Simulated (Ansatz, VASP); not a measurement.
**Al in VASP and in Ansatz**

The input INCAR:

```
SYSTEM = Al
PREC = Accurate
ENCUT = 520
EDIFF = 1E-7
ISMEAR = 0
SIGMA = 0.15
LREAL = .False.
LASPH = .True.
NELM = 100
ALGO = Fast
ISIF = 2
LWAVE = .False.
LCHARG = .True.
GGA = PE
LELF = .True.
LVHAR = .True.
NBANDS = 8
```

KPOINTS

```
regular mesh
0
Gamma
  28 28 28
  0 0 0
```

The input POSCAR:

```
Al
1.0
   -1.6957812866      1.6184492410      1.6184492410
    1.6184492410     -1.6957812866      1.6184492410
    1.6184492410      1.6184492410     -1.6957812866
Al
1
Direct
    0.0000000000      0.0000000000      0.0000000000
```

Input for Ansatz:

```yaml
crystal:
  lattice:
    - [-1.6957812866, 1.618449241, 1.618449241]
    - [1.618449241, -1.6957812866, 1.618449241]
    - [1.618449241, 1.618449241, -1.6957812866]
  atoms:
    - { symbol: Al, position: [0.0, 0.0, 0.0] }
basis:
  ecutwfc: 420
kpoints:
  mp_grid: { grid: [28, 28, 28] }
hamiltonian:
  xc: pbe
scf:
  occupations: { method: gaussian, width: 0.15 }
output:
  forces: true
  stress: true
  eigenvalues: true
```

Alike in both runs: task single point; functional PBE; k mesh 28 × 28 × 28; occupations gaussian, width 0.15 eV; no spin polarisation.

```csv
,VASP,Ansatz
version,VASP 6.6.1,Ansatz 0.2.0
potentials or method,"VASP PAW PBE potentials, release 64 (Al), cutoff 520 eV","scalar-relativistic, plane waves, PAW"
valence electrons in the cell,3,3
```

|  | VASP | Ansatz | Ansatz less VASP |
| --- | --- | --- | --- |
| gap on the k mesh at the Fermi level (eV) | none | none | - |
| pressure (GPa) | 0.6 | 0.6 | +0.02 |
| traceless stress, the component that is largest in VASP (GPa) | 2.42 | 2.42 | +0.005 |

A gap of «none» marks a metal or a gap that the smearing closes.
